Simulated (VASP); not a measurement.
Set up this calculation in VASP 6.6.1, as the native input.

```yaml
Task: single point
Functional: PBE
Potentials_or_basis: VASP PAW PBE potentials, release 64 (Hf_pv, Si, O)
Cutoff: 520 eV
k_mesh: 6 × 6 × 6
Occupations: fermi-dirac, width 0.02 eV
Spin: no spin polarisation
Dipole_correction: no
Further_INCAR_settings: ALGO = Normal; EDIFF = 1e-06; NBANDS = 50
```

The structure of HfSiO4 lies in POSCAR:

```
HfSiO4
1.0
   -3.2250066896      3.2250066896      2.9260535667
    3.2250066896     -3.2250066896      2.9260535667
    3.2250066896      3.2250066896     -2.9260535667
Hf Si O
2 2 8
Direct
    0.0000000000      0.0000000000      0.0000000000
    0.7500000000      0.2500000000      0.5000000000
    0.2500000000      0.7500000000      0.5000000000
    0.5000000000      0.5000000000      0.0000000000
    0.1337816213      0.3202899270      0.8134916944
    0.0702899270      0.7567982326      0.6865083056
    0.0702899270      0.3837816213      0.3134916944
    0.5067982326      0.3202899270      0.1865083056
    0.6797100730      0.4932017674      0.8134916944
    0.6162183787      0.9297100730      0.6865083056
    0.2432017674      0.9297100730      0.3134916944
    0.6797100730      0.8662183787      0.1865083056
```

This cell differs from its parent crystal: strain -2.0%.

These files were run (other wordings do the same):

INCAR

```
SYSTEM = HfSiO4
PREC = Accurate
ENCUT = 520
EDIFF = 1E-6
ISMEAR = -1
SIGMA = 0.02
LREAL = .FALSE.
LASPH = .TRUE.
NELM = 60
ALGO = Normal
ISIF = 2
LWAVE = .FALSE.
LCHARG = .TRUE.
GGA = PE
LELF = .TRUE.
LVHAR = .TRUE.
NBANDS = 50
```

KPOINTS

```
Automatic mesh
0
G
  6 6 6
  0 0 0
```

Potentials or basis: VASP PAW PBE potentials, release 64 (Hf_pv, Si, O).

Launch:

```bash
$ cat potpaw_PBE.64/Hf_pv/POTCAR potpaw_PBE.64/Si/POTCAR potpaw_PBE.64/O/POTCAR > POTCAR
$ mpirun -np 1 vasp_std > vasp.out
```

Results of the run:

The pressure is 21.2 GPa, the largest force is 0.501 eV/Å and the band gap on the k mesh is 5.71 eV (least direct gap 6.12 eV).

Caveat: the cell differs from its parent crystal (strain -2.0%); the cell stands under pressure; spin-orbit coupling is left out, which moves the levels of the heavy elements.

Run time: 4.1 min on 1 thread of Intel Xeon 8259CL (shared host), peak memory 0.33 GiB.
